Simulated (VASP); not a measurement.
# TaN (P-6m2) in VASP: notebook

Runs on TaN. Level: PBEsol. Tasks: vibrations by perturbation theory, electric field gradients.

Everything below comes from runs of VASP 6.6.1. Logs are shortened: lines on timing, memory, paths and dates and some standing lists are left out, and cuts for length are marked.

### 1 The cell of the first run

Symmetry: P-6m2, No. 187, hexagonal system. The conventional cell has a = 2.924 Å, b = 2.924 Å, c = 2.870 Å, α = 90.00°, β = 90.00°, γ = 120.00°. Ta (site symmetry -6m2) has 6 N at 2.22 Å and 2 Ta at 2.87 Å within 2.9 Å. N (site symmetry -6m2) has 6 Ta at 2.22 Å and 2 N at 2.87 Å within 2.9 Å.

### 2 Vibrations by perturbation theory, PBEsol

INCAR

```
ALGO = Normal
EDIFF = 1E-8
ENCUT = 520
GGA = PS
IBRION = 8
ISIF = 2
ISMEAR = -1
LASPH = T
LCHARG = F
LREAL = F
LWAVE = F
NBANDS = 15
NELM = 100
NSW = 1
PREC = Accurate
SIGMA = 0.15
```

KPOINTS

```
k-points
0
Gamma
  18 18 14
```

POSCAR

```
TaN
1.0
    2.9242701624      0.0000000000      0.0000000000
   -1.4621350812      2.5324922482      0.0000000000
    0.0000000000      0.0000000000      2.8701686366
Ta N
1 1
Direct
    0.3333333333      0.6666666667      0.5000000000
    0.0000000000      0.0000000000      0.0000000000
```

Potentials or basis: VASP PAW PBE potentials, release 64 (Ta_pv, N).

Run with:

```sh
cat potpaw_PBE.64/Ta_pv/POTCAR potpaw_PBE.64/N/POTCAR > POTCAR
mpirun -np 1 vasp_std > vasp.out
```

OUTCAR:

```text
EDIFF = 1E-8
   ENCUT = 520
   GGA = PS
   IBRION = 8
   ISIF = 2
   ISMEAR = -1
   LASPH = T
   LREAL = F
   NELM = 100
   NSW = 1
   PREC = Accurate

 ion  position               nearest neighbor table
   1  0.333  0.667  0.500-   2 2.22   2 2.22   2 2.22   2 2.22   2 2.22   2 2.22
   2  0.000  0.000  0.000-   1 2.22   1 2.22   1 2.22   1 2.22   1 2.22   1 2.22

  LATTYP: Found a hexagonal cell.
 ALAT       =     2.9242701624
 C/A-ratio  =     0.9814991356

  Lattice vectors:

 A1 = (   2.9242701624,   0.0000000000,   0.0000000000)
 A2 = (  -1.4621350812,   2.5324922482,   0.0000000000)
 A3 = (   0.0000000000,   0.0000000000,   2.8701686366)

Analysis of symmetry for initial positions (statically):
=====================================================================
 Subroutine PRICEL returns:
 Original cell was already a primitive cell.

 Routine SETGRP: Setting up the symmetry group for a
 hexagonal supercell.

 Subroutine GETGRP returns: Found 12 space group operations
 (whereof 12 operations were pure point group operations)
 out of a pool of 24 trial point group operations.

The static configuration has the point symmetry D_3h.

Analysis of symmetry for dynamics (positions and initial velocities):
=====================================================================
 Subroutine PRICEL returns:
 Original cell was already a primitive cell.

 Routine SETGRP: Setting up the symmetry group for a
 hexagonal supercell.

 Subroutine GETGRP returns: Found 12 space group operations
 (whereof 12 operations were pure point group operations)
 out of a pool of 24 trial point group operations.

The dynamic configuration has the point symmetry D_3h.

 Subroutine INISYM returns: Found 12 space group operations
 (whereof 12 operations are pure point group operations),
 and found     1 'primitive' translations

----------------------------------------------------------------------------------------

                                     Primitive cell

  volume of cell :      21.2556

  direct lattice vectors                    reciprocal lattice vectors
     2.924270162  0.000000000  0.000000000     0.341965668  0.197433971  0.000000000
    -1.462135081  2.532492248  0.000000000     0.000000000  0.394867941  0.000000000
     0.000000000  0.000000000  2.870168637     0.000000000  0.000000000  0.348411584

  length of vectors
     2.924270162  2.924270162  2.870168637     0.394867941  0.394867941  0.348411584

  position of ions in fractional coordinates (direct lattice)
     0.333333333  0.666666667  0.500000000
     0.000000000  0.000000000  0.000000000

  ion indices of the primitive-cell ions
   primitive index   ion index
                 1           1
                 2           2

----------------------------------------------------------------------------------------

 KPOINTS: k-points

Automatic generation of k-mesh.
 Grid dimensions read from file:
 generate k-points for:   18   18   14

 Generating k-lattice:

  Cartesian coordinates                     Fractional coordinates (reciprocal lattice)
     0.018998093  0.010968554  0.000000000     0.055555556 -0.000000000  0.000000000
     0.000000000  0.021937108  0.000000000     0.000000000  0.055555556  0.000000000
     0.000000000  0.000000000  0.024886542     0.000000000  0.000000000  0.071428571

  Length of vectors
     0.021937108  0.021937108  0.024886542

  Shift w.r.t. Gamma in fractional coordinates (k-lattice)
     0.000000000  0.000000000  0.000000000

 Subroutine IBZKPT returns following result:
 ===========================================
[... 77 lines left out ...]
   LEPSILON=     F    determine dielectric tensor
   LRPA    =     F    only Hartree local field effects (RPA)
 non-spin polarized calculation
  energy-cutoff  :      520.00
  volume of cell :       21.26
 maximum number of plane-waves:       599
 NGX is ok and might be reduce to    24
   NGX = 11   NGY = 11   NGZ = 11

--------------------------------------- Ionic step        1  -------------------------------------------

 number of electron      16.0000000 magnetization

 Free energy of the ion-electron system (eV)
  ---------------------------------------------------
  ext. energy  EPLUGINS =         0.00000000
  ---------------------------------------------------
  free energy    TOTEN  =       -23.80899876 eV

  energy without entropy =      -23.79921805  energy(sigma->0) =      -23.80410841

 E-fermi :   8.2650     XC(G=0): -13.5807

 val. band max:        8.2417902498   @ k =   0.0556  -0.0000   0.5000
 cond. band min:       8.2703162730   @ k =   0.0556  -0.0000   0.4286
 fundamental gap:      0.0285260232
 Fermi energy:         8.2649776603

 k-point     1 :       0.0000    0.0000    0.0000
  band No.  band energies     occupation
      1     -26.5002      2.00000
      2     -26.2251      2.00000
      3     -26.2251      2.00000
      4      -9.6049      2.00000
      5       3.6151      2.00000
      6       3.6151      2.00000
      7       3.9465      2.00000
      8       5.3107      2.00000
      9      10.5579      0.00000
     10      11.8993      0.00000
     11      11.8993      0.00000
     12      12.2978      0.00000
     13      12.2978      0.00000
     14      21.3363      0.00000
[... 401 lines left out ...]
      2     -26.5470      2.00000
      3     -26.3473      2.00000
      4      -7.2078      2.00000
      5       0.0531      2.00000
      6       3.0328      2.00000
      7       3.9272      2.00000
      8       5.9196      2.00000
      9      10.5614      0.00000
     10      11.3631      0.00000
     11      12.9008      0.00000
     12      14.3881      0.00000
     13      16.9670      0.00000
     14      20.4960      0.00000
     15      21.6918      0.00000

 [... further k-points ...]
[... 5 lines left out ...]
  --------------------------------------------------------------------------------------
  -------------------------------------------------------------------------------------
  Total        0.1051042      0.1051042      0.1316000      0.0000000      0.0000000      0.0000000
  in kB        7.9224162      7.9224162      9.9195830      0.0000000      0.0000000      0.0000000
  external PRESSURE =       8.5881384 kB  Pullay stress =       0.0000000 kB

 VOLUME and BASIS-vectors are now :
 -----------------------------------------------------------------------------
  energy-cutoff  :      520.00
  volume of cell :       21.26
      direct lattice vectors                 reciprocal lattice vectors
     2.924270162  0.000000000  0.000000000     0.341965668  0.197433971  0.000000000
    -1.462135081  2.532492248  0.000000000     0.000000000  0.394867941  0.000000000
     0.000000000  0.000000000  2.870168637     0.000000000  0.000000000  0.348411584

 POSITION                                       TOTAL-FORCE (eV/Angst)
 -----------------------------------------------------------------------------------
     -0.00000      1.68833      1.43508         0.000000      0.000000      0.000000
      0.00000      0.00000      0.00000        -0.000000      0.000000      0.000000
 -----------------------------------------------------------------------------------
    total drift:                                0.000000     -0.000000     -0.000000

  FREE ENERGIE OF THE ION-ELECTRON SYSTEM (eV)
  ---------------------------------------------------
  free  energy   TOTEN  =       -23.8089987625 eV

  energy  without entropy=      -23.7992180529  energy(sigma->0) =      -23.80410841

[... ionic steps 2 to 3 ...]

--------------------------------------- Ionic step        4  -------------------------------------------

------------------------ aborting loop because EDIFF is reached ----------------------------------------
[... 11 lines left out ...]
[... ionic steps 8 to 8 ...]

--------------------------------------- Ionic step        9  -------------------------------------------

 Free energy of the ion-electron system (eV)
  ---------------------------------------------------
  ---------------------------------------------------
  free energy    TOTEN  =        -0.23334117 eV

  energy without entropy =       -0.23334117

------------------------ aborting loop because EDIFF is reached ----------------------------------------

 INTERNAL STRAIN TENSOR  FOR ION    2  DIRECTION 3   (eV/Angst):
 -----------------------------------------------------------------------------
     0.00326  0.00000  0.00000
     0.00000  0.00326 -0.00000
     0.00000  0.00000  0.00756

 INTERNAL STRAIN TENSOR FOR ION    2 for displacements in x,y,z  (eV/Angst):
          X           Y           Z          XY          YZ          ZX
  --------------------------------------------------------------------------------
  x    -0.00000    -0.00000     0.00000    -2.39126     0.00000     0.00000
  y    -2.39126     2.39126     0.00000     0.00000     0.00000     0.00000
  z     0.00000     0.00000     0.00000     0.00000     0.00000     0.00000

 SECOND DERIVATIVES (NOT SYMMETRIZED)
 ------------------------------------
               1X          1Y          1Z          2X          2Y          2Z
  1X   -13.574811    0.000000    0.000000   13.574811    0.000000    0.000000
  1Y     0.000000  -13.574811    0.000000   -0.000000   13.574811    0.000000
  1Z     0.000000    0.000000  -14.858415   -0.000000    0.000000   14.858415
  2X    13.575590    0.000000    0.000000  -13.575590    0.000000    0.000000
  2Y     0.000000   13.575590    0.000000    0.000000  -13.575590    0.000000
  2Z     0.000000    0.000000   14.860215    0.000000    0.000000  -14.860215

 Eigenvectors and eigenvalues of the dynamical matrix
 ----------------------------------------------------

   1 f  =   16.717274 THz   105.037732 2PiTHz  557.628245 cm-1    69.137060 meV
             X         Y         Z           dx          dy          dz
     -0.000000  1.688328  1.435084     0.000000    0.000000   -0.267975
      0.000000  0.000000  0.000000     0.000000    0.000000    0.963426
[... 21 lines left out ...]
   6 f/i=    0.000261 THz     0.001643 2PiTHz    0.008720 cm-1     0.001081 meV
             X         Y         Z           dx          dy          dz
     -0.000000  1.688328  1.435084    -0.000000   -0.000000   -0.963426
      0.000000  0.000000  0.000000    -0.000000   -0.000000   -0.267975

--------------------------------------------------------------------------------------------------------

 ELASTIC MODULI CONTR FROM IONIC RELAXATION (kBar)
 Direction    XX          YY          ZZ          XY          YZ          ZX
 --------------------------------------------------------------------------------
 XX         -17.9728     17.9728      0.0000      0.0000      0.0000      0.0000
 YY          17.9728    -17.9728      0.0000     -0.0000      0.0000      0.0000
 ZZ           0.0000      0.0000      0.0000      0.0000      0.0000      0.0000
 XY           0.0000     -0.0000      0.0000    -17.9728      0.0000      0.0000
 YZ           0.0000      0.0000      0.0000      0.0000      0.0000      0.0000
 ZX           0.0000      0.0000      0.0000      0.0000      0.0000      0.0000
 --------------------------------------------------------------------------------
```

It took 12 min on 1 thread of Intel Xeon Platinum 8559C (Emerald Rapids), shared host; peak memory 0.9 GiB.

Results:

```
Highest phonon frequency at Γ, LO-TO splitting left out : 558 cm⁻¹
```

Phonon frequencies in cm⁻¹ (negative: imaginary):
| q point | frequencies |
| --- | --- |
| (0.000, 0.000, 0.000) | 0 0 0 533 533 558 |

Caveat: the PAW data sets were made with another functional, which shifts forces and pressure a little; spin-orbit coupling is left out, which moves the levels of the heavy elements.

### 3 Electric field gradients, PBEsol

INCAR

```
SYSTEM = TaN
  PREC = Accurate
  ENCUT = 520
  EDIFF = 1E-8
  ISMEAR = -1
  SIGMA = 0.15
  LREAL = .False.
  LASPH = .True.
  NELM = 100
  ALGO = Normal
  ISIF = 2
  LWAVE = .False.
  LCHARG = .False.
  GGA = PS
  LEFG = .True.
  NBANDS = 15
```

KPOINTS

```
Automatic mesh
0
Gamma
  18 18 14
  0 0 0
```

POSCAR is that of step 2.

Potentials or basis: VASP PAW PBE potentials, release 64 (Ta_pv, N).

Run with:

```sh
cat potpaw_PBE.64/Ta_pv/POTCAR potpaw_PBE.64/N/POTCAR > POTCAR
mpirun -np 1 vasp_std > vasp.out
```

OUTCAR:

```text
SYSTEM = TaN
   PREC = Accurate
   ENCUT = 520
   EDIFF = 1E-8
   ISMEAR = -1
   LREAL = .False.
   LASPH = .True.
   NELM = 100
   ISIF = 2
   GGA = PS

 ion  position               nearest neighbor table
   1  0.333  0.667  0.500-   2 2.22   2 2.22   2 2.22   2 2.22   2 2.22   2 2.22
   2  0.000  0.000  0.000-   1 2.22   1 2.22   1 2.22   1 2.22   1 2.22   1 2.22

  LATTYP: Found a hexagonal cell.
 ALAT       =     2.9242701624
 C/A-ratio  =     0.9814991356

  Lattice vectors:

 A1 = (   2.9242701624,   0.0000000000,   0.0000000000)
 A2 = (  -1.4621350812,   2.5324922482,   0.0000000000)
 A3 = (   0.0000000000,   0.0000000000,   2.8701686366)

Analysis of symmetry for initial positions (statically):
=====================================================================
 Subroutine PRICEL returns:
 Original cell was already a primitive cell.

 Routine SETGRP: Setting up the symmetry group for a
 hexagonal supercell.
[... 621 lines left out ...]
  volume of cell :       21.26
      direct lattice vectors                 reciprocal lattice vectors
     2.924270162  0.000000000  0.000000000     0.341965668  0.197433971  0.000000000
    -1.462135081  2.532492248  0.000000000     0.000000000  0.394867941  0.000000000
     0.000000000  0.000000000  2.870168637     0.000000000  0.000000000  0.348411584

 POSITION                                       TOTAL-FORCE (eV/Angst)
 -----------------------------------------------------------------------------------
     -0.00000      1.68833      1.43508         0.000000      0.000000      0.000000
      0.00000      0.00000      0.00000        -0.000000      0.000000      0.000000
 -----------------------------------------------------------------------------------
    total drift:                                0.000000     -0.000000     -0.000000

  FREE ENERGIE OF THE ION-ELECTRON SYSTEM (eV)
  ---------------------------------------------------
  free  energy   TOTEN  =       -23.8089987625 eV

  energy  without entropy=      -23.7992180529  energy(sigma->0) =      -23.80410841

 Electric field gradients (V/A^2)
---------------------------------------------------------------------
 ion       V_xx      V_yy      V_zz      V_xy      V_xz      V_yz
---------------------------------------------------------------------
   1      -7.951    -7.950    15.901     0.000     0.000     0.000
   2      -0.143    -0.142     0.285     0.001    -0.000    -0.000
---------------------------------------------------------------------

 Electric field gradients after diagonalization (V/A^2)
 (convention: |V_zz| > |V_xx| > |V_yy|)
----------------------------------------------------------------------
 ion       V_xx      V_yy      V_zz     asymmetry (V_yy - V_xx)/ V_zz
----------------------------------------------------------------------
   1      -7.951    -7.950    15.901       0.000
   2      -0.143    -0.141     0.285       0.007
----------------------------------------------------------------------

           NMR quadrupolar parameters

 Cq : quadrupolar parameter    Cq=e*Q*V_zz/h
 eta: asymmetry parameters     (V_yy - V_xx)/ V_zz
 Q  : nuclear electric quadrupole moment in mb (millibarn)
----------------------------------------------------------------------
 ion       Cq(MHz)       eta       Q (mb)
----------------------------------------------------------------------
   1       0.038       0.000       1.000
   2       0.001       0.007       1.000
----------------------------------------------------------------------
```

OSZICAR:

```text
N       E                     dE             d eps       ncg     rms          rms(c)
DAV:   1     0.903757241688E+02    0.90376E+02   -0.87733E+03  8888   0.114E+03
DAV:   2    -0.233125618631E+02   -0.11369E+03   -0.10697E+03 10819   0.306E+02
DAV:   3    -0.261225537533E+02   -0.28100E+01   -0.27965E+01  9944   0.449E+01
DAV:   4    -0.261340438909E+02   -0.11490E-01   -0.11486E-01 11715   0.309E+00
DAV:   5    -0.261341129818E+02   -0.69091E-04   -0.69087E-04 10196   0.222E-01    0.245E+01
DAV:   6    -0.239071869326E+02    0.22269E+01   -0.34935E+00 11654   0.224E+01    0.105E+01
DAV:   7    -0.238443976853E+02    0.62789E-01   -0.55879E-01  9706   0.578E+00    0.710E+00
DAV:   8    -0.238163963349E+02    0.28001E-01   -0.14534E-01 11022   0.318E+00    0.147E+00
DAV:   9    -0.238091168690E+02    0.72795E-02   -0.15216E-02 10119   0.102E+00    0.186E-01
DAV:  10    -0.238090747906E+02    0.42078E-04   -0.10666E-03 10987   0.384E-01    0.896E-02
DAV:  11    -0.238089981811E+02    0.76609E-04   -0.97630E-05 10406   0.107E-01    0.102E-02
DAV:  12    -0.238089988955E+02   -0.71437E-06   -0.12562E-05  9531   0.313E-02    0.480E-03
DAV:  13    -0.238089988629E+02    0.32603E-07   -0.28572E-08 11519   0.167E-03    0.264E-03
DAV:  14    -0.238089987694E+02    0.93505E-07   -0.16886E-08  9063   0.135E-03    0.482E-04
DAV:  15    -0.238089987566E+02    0.12755E-07   -0.17413E-09  4587   0.378E-04    0.210E-04
DAV:  16    -0.238089987625E+02   -0.58678E-08   -0.21178E-10  4482   0.165E-04
   1 F= -.23808999E+02 E0= -.23804108E+02  d E =-.978071E-02
```

It took 39 s on 1 thread of Intel Xeon Platinum 8559C (Emerald Rapids), shared host; peak memory 0.22 GiB.

Results:

| Property | Result |
| --- | --- |
| Free energy | -23.8090 eV |
| Pressure | 0.9 GPa |
| Band gap on the k mesh | zero (band 8 reaches 8.48 eV, above the bottom of band 9 at 8.13 eV) |

Electric field gradients, principal values (V/Å²):
| atom | least | middle | greatest (by size) |
| --- | --- | --- | --- |
| 1 Ta | -7.950 | -7.951 | 15.901 |
| 2 N | -0.141 | -0.143 | 0.285 |

Caveat: without QUAD_EFG the Cq values of the log hold for a quadrupole moment of 1 mb, not for the nuclei; the PAW data sets were made with another functional, which shifts forces and pressure a little; spin-orbit coupling is left out, which moves the levels of the heavy elements.
